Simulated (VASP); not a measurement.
# HW3C3 in VASP: a series of runs

HW3C3 is run at these levels: PBEsol; tasks: single point.

Everything below comes from runs of VASP 6.6.1. Logs are shortened: lines on timing, memory, paths and dates and some standing lists are left out, and cuts for length are marked.

**1. The cell of the first run**

The cell holds a slab with vacuum, 7 atoms: a = 2.828 Å, b = 2.898 Å, c = 24.857 Å, α = 90.00°, β = 90.00°, γ = 90.00°.

**2. Single point, PBEsol**

Input file INCAR:

```
PREC     = Accurate       # precision mode
ENCUT    = 520            # plane-wave cutoff, eV
EDIFF    = 1E-6           # SCF threshold, eV
ISMEAR   = 0              # smearing method
SIGMA    = 0.1            # smearing width, eV
LREAL    = False          # projectors in reciprocal space
LASPH    = True           # aspherical terms in the spheres
NELM     = 80             # most SCF steps
ALGO     = Normal         # electronic algorithm
ISIF     = 2              # what is computed and relaxed
LWAVE    = False          # write WAVECAR
LCHARG   = False          # write CHGCAR
LDIPOL   = True         
IDIPOL   = 3            
DIPOL    = 0.5 0.5 0.487
GGA      = PS             # functional
NBANDS   = 36             # bands
```

Input file KPOINTS:

```
Automatic mesh
0
Gamma
  10 10 1
```

Input file POSCAR:

```
HW3C3
1.0
    2.8276119036      0.0000000000      0.0000000000
    0.0000000000      2.8984136670      0.0000000000
    0.0000000000      0.0000000000     24.8568996880
C W H
3 3 1
Direct
    0.5000000000      0.0000000000      0.3419573683
    0.5000000000      0.5000000000      0.4429393853
    0.5000000000      0.0000000000      0.5456469903
    0.0000000000      0.5000000000      0.3756180406
    0.0000000000      0.0000000000      0.4764397567
    0.0000000000      0.5000000000      0.5775769856
    0.0000000000      0.5000000000      0.6482065379
```

Potentials or basis: VASP PAW PBE potentials, release 64 (C, W_sv, H).

On the command line:

```sh
$ cat potpaw_PBE.64/C/POTCAR potpaw_PBE.64/W_sv/POTCAR potpaw_PBE.64/H/POTCAR > POTCAR
$ mpirun -np 1 vasp_std > vasp.out
```

OUTCAR:

```text
PREC = Accurate
   ENCUT = 520
   EDIFF = 1E-6
   ISMEAR = 0
   LREAL = False
   LASPH = True
   NELM = 80
   ISIF = 2
   GGA = PS

 ion  position               nearest neighbor table
   1  0.500  0.000  0.342-   4 2.19   4 2.19   4 2.19   4 2.19
   2  0.500  0.500  0.443-   5 2.19   5 2.19   5 2.19   5 2.19   4 2.19   4 2.19
   3  0.500  0.000  0.546-   6 2.17   6 2.17   6 2.17   6 2.17   5 2.23   5 2.23
   4  0.000  0.500  0.376-   1 2.19   1 2.19   1 2.19   1 2.19   2 2.19   2 2.19   5 2.89   5 2.89

   5  0.000  0.000  0.476-   2 2.19   2 2.19   2 2.19   2 2.19   3 2.23   3 2.23   4 2.89   4 2.89
                             6 2.90   6 2.90
   6  0.000  0.500  0.578-   7 1.76   3 2.17   3 2.17   3 2.17   3 2.17   5 2.90   5 2.90
   7  0.000  0.500  0.648-   6 1.76

  LATTYP: Found a simple orthorhombic cell.
 ALAT       =     2.8276119036
 B/A-ratio  =     1.0250394205
 C/A-ratio  =     8.7907748784

  Lattice vectors:

 A1 = (   2.8276119036,   0.0000000000,   0.0000000000)
 A2 = (   0.0000000000,   2.8984136670,   0.0000000000)
 A3 = (   0.0000000000,   0.0000000000,  24.8568996880)

Analysis of symmetry for initial positions (statically):
=====================================================================
 Subroutine PRICEL returns:
 Original cell was already a primitive cell.

 Routine SETGRP: Setting up the symmetry group for a
 simple orthorhombic supercell.

 Subroutine GETGRP returns: Found  4 space group operations
 (whereof  4 operations were pure point group operations)
 out of a pool of  8 trial point group operations.

The static configuration has the point symmetry C_2v.

Analysis of symmetry for dynamics (positions and initial velocities):
=====================================================================
 Subroutine PRICEL returns:
 Original cell was already a primitive cell.

 Routine SETGRP: Setting up the symmetry group for a
 simple orthorhombic supercell.

 Subroutine GETGRP returns: Found  4 space group operations
 (whereof  4 operations were pure point group operations)
 out of a pool of  8 trial point group operations.

The dynamic configuration has the point symmetry C_2v.

 Subroutine INISYM returns: Found  4 space group operations
 (whereof  4 operations are pure point group operations),
 and found     1 'primitive' translations

----------------------------------------------------------------------------------------

                                     Primitive cell

  volume of cell :     203.7169

  direct lattice vectors                    reciprocal lattice vectors
     2.827611904  0.000000000  0.000000000     0.353655323  0.000000000  0.000000000
     0.000000000  2.898413667  0.000000000     0.000000000  0.345016314  0.000000000
     0.000000000  0.000000000 24.856899688     0.000000000  0.000000000  0.040230279

  length of vectors
     2.827611904  2.898413667 24.856899688     0.353655323  0.345016314  0.040230279

  position of ions in fractional coordinates (direct lattice)
     0.500000000  0.000000000  0.341957368
     0.500000000  0.500000000  0.442939385
     0.500000000  0.000000000  0.545646990
     0.000000000  0.500000000  0.375618041
     0.000000000  0.000000000  0.476439757
     0.000000000  0.500000000  0.577576986
     0.000000000  0.500000000  0.648206538

  ion indices of the primitive-cell ions
   primitive index   ion index
                 1           1
                 2           2
                 3           3
                 4           4
                 5           5
                 6           6
                 7           7

----------------------------------------------------------------------------------------

 KPOINTS: Automatic mesh

Automatic generation of k-mesh.
 Grid dimensions read from file:
 generate k-points for:   10   10    1

 Generating k-lattice:

  Cartesian coordinates                     Fractional coordinates (reciprocal lattice)
     0.035365532  0.000000000  0.000000000     0.100000000  0.000000000  0.000000000
     0.000000000  0.034501631  0.000000000     0.000000000  0.100000000  0.000000000
     0.000000000  0.000000000  0.040230279     0.000000000  0.000000000  1.000000000

  Length of vectors
     0.035365532  0.034501631  0.040230279

  Shift w.r.t. Gamma in fractional coordinates (k-lattice)
     0.000000000  0.000000000  0.000000000

 Subroutine IBZKPT returns following result:
 ===========================================

 Found     36 irreducible k-points:

 Following reciprocal coordinates:
            Coordinates               Weight
  0.000000  0.000000  0.000000      1.000000
  0.100000  0.000000  0.000000      2.000000
  0.200000  0.000000  0.000000      2.000000
  0.300000  0.000000  0.000000      2.000000
  0.400000  0.000000  0.000000      2.000000
  0.500000  0.000000  0.000000      1.000000
[... 16 lines left out ...]
  0.400000  0.300000  0.000000      4.000000
  0.500000  0.300000  0.000000      2.000000
 [... further k-points ...]
   k-points           NKPTS =     36   k-points in BZ     NKDIM =     36   number of bands    NBANDS=     36
   number of dos      NEDOS =    301   number of ions     NIONS =      7
   total plane-waves  NPLWV = 110592
   dimension x,y,z NGX =    24 NGY =   24 NGZ =  192
   dimension x,y,z NGXF=    48 NGYF=   48 NGZF=  384
   ions per type =               3   3   1
   NGX,Y,Z   is equivalent  to a cutoff of  14.11, 13.77, 12.84 a.u.
   NGXF,Y,Z  is equivalent  to a cutoff of  28.22, 27.53, 25.68 a.u.
 SYSTEM =  unknown system
   PREC   = accura    normal or accurate (medium, high low for compatibility)
   ISTART =      0    job   : 0-new  1-cont  2-samecut
   ICHARG =      2    charge: 1-file 2-atom 10-const
   ISPIN  =      1    spin polarized calculation?
   LNONCOLLINEAR =      F non collinear calculations
   LSORBIT =      F    spin-orbit coupling
   LASPH  =      T    aspherical Exc in radial PAW
   ENCUT  =  520.0 eV  38.22 Ry    6.18 a.u.   5.26  5.39 46.22*2*pi/ulx,y,z
   NELM   =     80;   NELMIN=  2; NELMDL= -5     # of ELM steps
   EDIFF  = 0.1E-05   stopping-criterion for ELM
   LREAL  =      F    real-space projection
   EDIFFG = 0.1E-04   stopping-criterion for IOM
   NSW    =      0    number of steps for IOM
   IBRION =     -1    ionic relax: 0-MD 1-quasi-New 2-CG
   NFREE  =      0    steps in history (QN), initial steepest desc. (CG)
   ISIF   =      2    stress and relaxation
   ISYM   =      2    0-nonsym 1-usesym 2-fastsym
   POTIM  = 0.5000    time-step for ionic-motion
   TEBEG  =    0.0;   TEEND  =   0.0 temperature during run
   PSTRESS=    0.0 pullay stress
   NELECT =      55.0000    total number of electrons
   NUPDOWN=      -1.0000    fix difference up-down
   EMIN   =  10.00;   EMAX   =-10.00  energy-range for DOS
   EFERMI =   0.00;   METHOD = LEGACY
   ISMEAR =     0;   SIGMA  =   0.10  broadening in eV -4-tet -1-fermi 0-gaus
   EFERMI_NEDOS =   21; number of points for ismear=-14 and -15
   IALGO  =     38    algorithm
   IMIX   =      4    mixing-type and parameters
     AMIX     =   0.40;   BMIX     =  1.00
     AMIX_MAG =   1.60;   BMIX_MAG =  1.00
  volume/ion in A,a.u.               =      29.10       196.39
  Fermi-wavevector in a.u.,A,eV,Ry     =   1.058084  1.999488 15.232281  1.119541
  Thomas-Fermi vector in A             =   2.193380
   LORBIT       =      0    0 simple, 1 ext, 2 COOP (PROOUT), +10 PAW based schemes
   GGA     = PS    functional components
   LHFCALC =     F    Hartree Fock is set to
   AEXX    =    0.0000 exact exchange contribution
   IVDW    =     0    specifies the selected vdW correction
   LEPSILON=     F    determine dielectric tensor
   LRPA    =     F    only Hartree local field effects (RPA)
 non-spin polarized calculation
 Gauss-broadening in eV      SIGMA  =   0.10
  energy-cutoff  :      520.00
  volume of cell :      203.72
 maximum number of plane-waves:      5530
 NGX is ok and might be reduce to    24
   NGX = 11   NGY = 11   NGZ = 93

 dipolmoment           0.000000      0.000000     -0.000698 electrons x Angstroem

 number of electron      55.0000001 magnetization

 dipolmoment           0.000000      0.000000      0.008253 electrons x Angstroem

 Free energy of the ion-electron system (eV)
  ---------------------------------------------------
  ext. energy  EPLUGINS =         0.00000000
  ---------------------------------------------------
  free energy    TOTEN  =       -70.58398298 eV

  energy without entropy =      -70.55586352  energy(sigma->0) =      -70.56992325

 E-fermi :  -0.6886     XC(G=0):  -5.2280

 val. band max:       -0.7099326500   @ k =   0.0000   0.1000   0.0000
 cond. band min:      -0.6848517162   @ k =   0.4000   0.2000   0.0000
 fundamental gap:      0.0250809338
 Fermi energy:        -0.6885770690

 k-point     1 :       0.0000    0.0000    0.0000
  band No.  band energies     occupation
      1     -74.6634      2.00000
      2     -74.6374      2.00000
      3     -74.5966      2.00000
      4     -39.2653      2.00000
      5     -38.9711      2.00000
      6     -38.6919      2.00000
[... 28 lines left out ...]
     35       3.7966      0.00000
     36       4.0572      0.00000

 k-point     2 :       0.1000    0.0000    0.0000
  band No.  band energies     occupation
      1     -74.6595      2.00000
      2     -74.6334      2.00000
      3     -74.5926      2.00000
      4     -39.2552      2.00000
      5     -38.9633      2.00000
      6     -38.7137      2.00000
[... 28 lines left out ...]
     35       3.8614      0.00000
     36       4.1359      0.00000

 k-point     3 :       0.2000    0.0000    0.0000
  band No.  band energies     occupation
      1     -74.6490      2.00000
      2     -74.6229      2.00000
      3     -74.5822      2.00000
      4     -39.2288      2.00000
      5     -38.9466      2.00000
      6     -38.8987      2.00000
[... 28 lines left out ...]
     35       3.5757      0.00000
     36       4.8291      0.00000

 k-point     4 :       0.3000    0.0000    0.0000
  band No.  band energies     occupation
      1     -74.6361      2.00000
      2     -74.6100      2.00000
      3     -74.5693      2.00000
      4     -39.1965      2.00000
      5     -39.1330      2.00000
      6     -39.0619      2.00000
[... 28 lines left out ...]
     35       3.0734      0.00000
     36       5.0068      0.00000

 k-point     5 :       0.4000    0.0000    0.0000
  band No.  band energies     occupation
      1     -74.6256      2.00000
      2     -74.5994      2.00000
      3     -74.5588      2.00000
      4     -39.3132      2.00000
      5     -39.2407      2.00000
      6     -39.1673      2.00000
[... 655 lines left out ...]
 k-point    22 :       0.3000    0.3000    0.0000
  band No.  band energies     occupation
      1     -74.6134      2.00000
      2     -74.5876      2.00000
      3     -74.5556      2.00000
      4     -39.1304      2.00000
      5     -39.0805      2.00000
      6     -39.0504      2.00000
[... 28 lines left out ...]
     35       4.6397      0.00000
     36       5.5038      0.00000

 k-point    23 :       0.4000    0.3000    0.0000
  band No.  band energies     occupation
      1     -74.6031      2.00000
      2     -74.5772      2.00000
      3     -74.5452      2.00000
      4     -39.2371      2.00000
      5     -39.1841      2.00000
      6     -39.1290      2.00000
[... 28 lines left out ...]
     35       5.0647      0.00000
     36       5.2346      0.00000

 k-point    24 :       0.5000    0.3000    0.0000
  band No.  band energies     occupation
      1     -74.5991      2.00000
      2     -74.5732      2.00000
      3     -74.5412      2.00000
      4     -39.3016      2.00000
      5     -39.2486      2.00000
      6     -39.1934      2.00000
[... 28 lines left out ...]
     35       4.7429      0.00000
     36       5.2752      0.00000

 [... further k-points ...]

------------------------ aborting loop because EDIFF is reached ----------------------------------------

 vacuum level on the upper side and lower side of the slab       (xc-potential included)        -0.150        -0.308

  FORCE on cell =-STRESS in cart. coord.  units (eV):
  Direction    XX          YY          ZZ          XY          YZ          ZX
  --------------------------------------------------------------------------------------
  -------------------------------------------------------------------------------------
  Total       -4.0939053     -3.5484146     -2.1538329      0.0000000      0.0000000      0.0000000
  in kB      -32.1974325    -27.9072991    -16.9393001      0.0000000      0.0000000      0.0000000
  external PRESSURE =     -25.6813439 kB  Pullay stress =       0.0000000 kB

 VOLUME and BASIS-vectors are now :
 -----------------------------------------------------------------------------
  energy-cutoff  :      520.00
  volume of cell :      203.72
      direct lattice vectors                 reciprocal lattice vectors
     2.827611904  0.000000000  0.000000000     0.353655323  0.000000000  0.000000000
     0.000000000  2.898413667  0.000000000     0.000000000  0.345016314  0.000000000
     0.000000000  0.000000000 24.856899688     0.000000000  0.000000000  0.040230279

 POSITION                                       TOTAL-FORCE (eV/Angst)
 -----------------------------------------------------------------------------------
      1.41381      0.00000      8.50000         0.000000      0.000000      2.633173
      1.41381      1.44921     11.01010         0.000000      0.000000     -0.156654
      1.41381      0.00000     13.56309         0.000000      0.000000      0.002833
      0.00000      1.44921      9.33670         0.000000      0.000000     -2.550979
      0.00000      0.00000     11.84282         0.000000      0.000000      0.022192
      0.00000      1.44921     14.35677         0.000000      0.000000      0.022979
      0.00000      1.44921     16.11240         0.000000      0.000000      0.026455
 -----------------------------------------------------------------------------------
    total drift:                                0.000000      0.000000      0.000321

  FREE ENERGIE OF THE ION-ELECTRON SYSTEM (eV)
  ---------------------------------------------------
  free  energy   TOTEN  =       -70.5839829797 eV

  energy  without entropy=      -70.5558635187  energy(sigma->0) =      -70.56992325

 vacuum level on the upper side and lower side of the slab         5.278         5.120
```

It took 5.1 min on 1 thread of Intel Xeon 6975P-C (Granite Rapids), shared host; peak memory 0.46 GiB.

What came out:

```
Free energy   : -70.5840 eV
Largest force : 2.633 eV/Å
```

Forces on the atoms (eV/Å):
```
C    0.000  0.000  2.633
C    0.000  0.000 -0.157
C    0.000  0.000  0.003
W    0.000  0.000 -2.551
W    0.000  0.000  0.022
W    0.000  0.000  0.023
H    0.000  0.000  0.026
```

Caveat: the PAW data sets were made with another functional, which shifts forces and pressure a little; spin-orbit coupling is left out, which moves the levels of the heavy elements.

**3. Single point, PBEsol**

Input file INCAR:

```
PREC = Accurate ; ENCUT = 520
EDIFF = 1E-7 ; ISMEAR = 0
SIGMA = 0.1 ; LREAL = F
LASPH = T ; NELM = 60
ALGO = Normal ; ISIF = 2
LWAVE = F ; LCHARG = F
LDIPOL = T ; IDIPOL = 3
DIPOL = 0.5 0.5 0.483 ; GGA = PS
NBANDS = 36
```

Input file KPOINTS:

```
regular mesh
0
Gamma
  10 10 1
```

Input file POSCAR:

```
HW3C3
1.0
    2.8276119036      0.0000000000      0.0000000000
    0.0000000000      2.8984136670      0.0000000000
    0.0000000000      0.0000000000     24.8568996880
C W H
3 3 1
Direct
    0.5000000000      0.0000000000      0.3419573683
    0.5000000000      0.5000000000      0.4429393853
    0.5000000000      0.0000000000      0.5440326052
    0.0000000000      0.5000000000      0.3756180406
    0.0000000000      0.0000000000      0.4767368016
    0.0000000000      0.5000000000      0.5754539541
    0.5000000000      0.5000000000      0.6263122853
```

Potentials or basis: VASP PAW PBE potentials, release 64 (C, W_sv, H).

On the command line:

```sh
$ cat potpaw_PBE.64/C/POTCAR potpaw_PBE.64/W_sv/POTCAR potpaw_PBE.64/H/POTCAR > POTCAR
$ mpirun -np 1 vasp_std > vasp.out
```

Run time: 5.6 min. Hardware: 1 thread of Intel Xeon 6975P-C (Granite Rapids), shared host; peak memory 0.45 GiB.

The run converged. Its results:

```
Free energy   : -71.8861 eV
Largest force : 2.683 eV/Å
```

Forces on the atoms (eV/Å):
```
C    0.000  0.000  2.683
C    0.000  0.000 -0.089
C    0.000  0.000  0.007
W    0.000  0.000 -2.657
W    0.000  0.000 -0.001
W    0.000  0.000  0.048
H    0.000  0.000  0.009
```

Levels at points of the mesh, in eV from the Fermi level:
```tsv
k point	band 23	band 24	band 25	band 26	band 27	band 28	band 29	band 30	band 31	band 32
(0.00, 0.00, 0.00)	-2.98	-2.90	-1.85	-1.67	-0.26	0.45	2.42	2.83	3.16	3.22
(0.50, 0.00, 0.00)	-2.55	-2.37	-1.42	-1.04	-0.09	0.52	0.56	1.70	2.01	3.70
(0.00, 0.50, 0.00)	-2.95	-2.43	-2.31	-0.75	-0.17	0.37	0.69	1.41	1.79	2.18
(0.50, 0.50, 0.00)	-3.05	-2.15	-1.45	-0.49	-0.24	1.54	2.81	3.67	5.06	5.20
```

Caveat: the PAW data sets were made with another functional, which shifts forces and pressure a little; spin-orbit coupling is left out, which moves the levels of the heavy elements.
